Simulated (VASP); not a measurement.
Te2Mo, a slab with vacuum:

```
Te Mo
1.0
     3.56023    0.00000    0.00000
    -1.78012    3.08325    0.00000
     0.00000    0.00000   17.52406
Te Mo
2 1
Direct
  0.33333 0.66667 0.89786
  0.33333 0.66667 0.10214
  0.00000 0.00000 0.00000
```

Base run:

| Item | Value |
| --- | --- |
| Program | VASP 6.6.1 |
| Functional | LDA |
| Potentials or basis | VASP PAW LDA potentials, release 64 (Te, Mo_sv) |
| Cutoff | 520 eV |
| k mesh | 5 × 5 × 1 |
| Occupations | gaussian, width 0.1 eV |
| Spin | no spin polarisation |

Its results: band gap on the k mesh 1.44 eV, direct; largest force 0.374 eV/Å.

Task: The run is repeated on the same cell with these changes: k mesh from 5 × 5 × 1 to 9 × 9 × 2. What comes out?

Result: Band gap on the k mesh 1.04 eV, direct; largest force 0.370 eV/Å.

Caveats: spin-orbit coupling is left out, which moves the levels of the heavy elements.

A k mesh can miss the band edges.
